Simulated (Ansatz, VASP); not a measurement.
## Two plane-wave programs on Sc

File INCAR:

```
PREC = Accurate
ENCUT = 520
EDIFF = 1E-6
ISMEAR = 0
SIGMA = 0.1
LREAL = False
LASPH = True
NELM = 100
ALGO = Normal
ISIF = 2
LWAVE = False
LCHARG = False
GGA = PS
NBANDS = 12
```

Contents of KPOINTS:

```
Automatic mesh
0
Gamma
  14 14 14
```

Contents of POSCAR:

```
Sc
1.0
    0.0000000000      2.7855164052      2.7855164052
    2.7855164052      0.0000000000      2.7855164052
    2.7855164052      2.7855164052      0.0000000000
Sc
1
Direct
    0.0000000000      0.0000000000      0.0000000000
```

Input for Ansatz:

```yaml
crystal:
  lattice:
    - [0.0, 2.7855164052, 2.7855164052]
    - [2.7855164052, 0.0, 2.7855164052]
    - [2.7855164052, 2.7855164052, 0.0]
  atoms:
    - { symbol: Sc, position: [0.0, 0.0, 0.0] }
basis:
  ecutwfc: 420
kpoints:
  mp_grid: { grid: [14, 14, 14] }
hamiltonian:
  xc: pbesol
scf:
  occupations: { method: gaussian, width: 0.1 }
output:
  forces: true
  stress: true
  eigenvalues: true
  write_density: true
  write_potential: true
  elf: true
  volumetric_format: npy
```

Alike in both runs: task single point; functional PBEsol; k mesh 14 × 14 × 14; occupations gaussian, width 0.1 eV; no spin polarisation.

|  | VASP | Ansatz |
| --- | --- | --- |
| version | VASP 6.6.1 | Ansatz 0.2.0 |
| potentials or method | VASP PAW PBE potentials, release 64 (Sc_sv), cutoff 520 eV | scalar-relativistic, plane waves, PAW |
| valence electrons in the cell | 11 | 11 |

```csv
,VASP,Ansatz,Ansatz less VASP
gap on the k mesh at the Fermi level (eV),none,none,-
pressure (GPa),-11.5,-11.5,+0.02
```

VASP's potentials were made for PBE, not for PBEsol. A gap of «none» marks a metal or a gap that the smearing closes.
